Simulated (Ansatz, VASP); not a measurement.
Cd in VASP and in Ansatz

```xyz
1
Lattice="-1.5116 1.5116 1.5116 1.5116 -1.5116 1.5116 1.5116 1.5116 -1.5116" Properties=species:S:1:pos:R:3 pbc="T T T"
Cd    0.0000    0.0000    0.0000
```

Change from the starting cell: volume scaled by 0.68, PAW files.

Alike in both runs: task single point; functional LDA; k mesh 15 × 15 × 15; occupations fermi-dirac, width 0.1 eV; no spin polarisation.

```csv
,VASP,Ansatz
version,VASP 6.6.1,Ansatz 0.2.0
potentials or method,"VASP PAW LDA potentials, release 64 (Cd)","PAW with Ansatz's default frozen-core files, scalar-relativistic"
plane-wave cutoff (eV),520,420
valence electrons in the cell,12,20
```

|  | VASP | Ansatz | Ansatz less VASP |
| --- | --- | --- | --- |
| pressure (GPa) | 76.8 | 72.8 | -4.00 |

LDA's correlation is that of Perdew and Zunger in VASP and of Perdew and Wang (1992) in Ansatz. Both programs put the cell under a high pressure, so it lies far from rest at this level. VASP's potentials hold 12 valence electrons a cell and Ansatz's 20, so a difference there can come from the potentials and not from the codes.

Noted on VASP's run: the cell as given lies far from equilibrium.
